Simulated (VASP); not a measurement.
Set up this calculation in VASP 6.6.1, as the native input.

```
Task                   : single point
Functional             : r2SCAN
Potentials or basis    : VASP PAW PBE potentials, release 64 (Pt)
Cutoff                 : 520 eV
k mesh                 : 6 × 6 × 6, shifted
Occupations            : fermi-dirac, width 0.05 eV
Spin                   : no spin polarisation
Dipole correction      : no
Further INCAR settings : ALGO = Normal; EDIFF = 1e-07; NBANDS = 11; ISYM = 0
```

Crystal: Pt.

```
CELL_PARAMETERS angstrom
0.00000 1.96090 1.96090
1.96090 0.00000 1.96090
1.96090 1.96090 0.00000
ATOMIC_POSITIONS crystal
Pt 0.00000 0.00000 0.00000
```

One way to write it, as run:

POSCAR

```
Pt
1.0
    0.0000000000      1.9609000000      1.9609000000
    1.9609000000      0.0000000000      1.9609000000
    1.9609000000      1.9609000000      0.0000000000
Pt
1
Direct
    0.0000000000      0.0000000000      0.0000000000
```

INCAR.step1

```
SYSTEM = Pt
PREC = Accurate
ENCUT = 520
ISMEAR = -1
SIGMA = 0.05
LREAL = .FALSE.
LASPH = .TRUE.
NELM = 100
NBANDS = 11
ISYM = 0
GGA = PE
ALGO = Normal
EDIFF = 1E-4
LWAVE = .TRUE.
LCHARG = .FALSE.
```

INCAR.step2

```
SYSTEM = Pt
PREC = Accurate
ENCUT = 520
EDIFF = 1E-7
ISMEAR = -1
SIGMA = 0.05
LREAL = .FALSE.
LASPH = .TRUE.
NELM = 100
ALGO = Normal
ISIF = 2
LWAVE = .FALSE.
LCHARG = .FALSE.
METAGGA = R2SCAN
LMIXTAU = .TRUE.
NBANDS = 11
ISYM = 0
ISTART = 1
```

KPOINTS

```
Automatic mesh
0
Gamma
  6 6 6
  0.5 0.5 0.5
```

Potentials or basis: VASP PAW PBE potentials, release 64 (Pt).

Command:

```console
$ cat potpaw_PBE.64/Pt/POTCAR > POTCAR
$ cp INCAR.step1 INCAR
$ mpirun -np 1 vasp_std > vasp.out
$ cp INCAR.step2 INCAR
$ mpirun -np 1 vasp_std > vasp.out
```

Results of the run:

* Pressure: 4.5 GPa
* Band gap on the k mesh: zero (band 5 reaches 11.41 eV, above the bottom of band 6 at 9.21 eV)

Caveat: the k points lie up to 0.46 Å⁻¹ apart; the PAW data sets were made with another functional, which shifts forces and pressure a little; spin-orbit coupling is left out, which moves the levels of the heavy elements.

Run time: 14 min on 1 thread of AMD EPYC 7R13, on a shared host, peak memory 0.17 GiB.
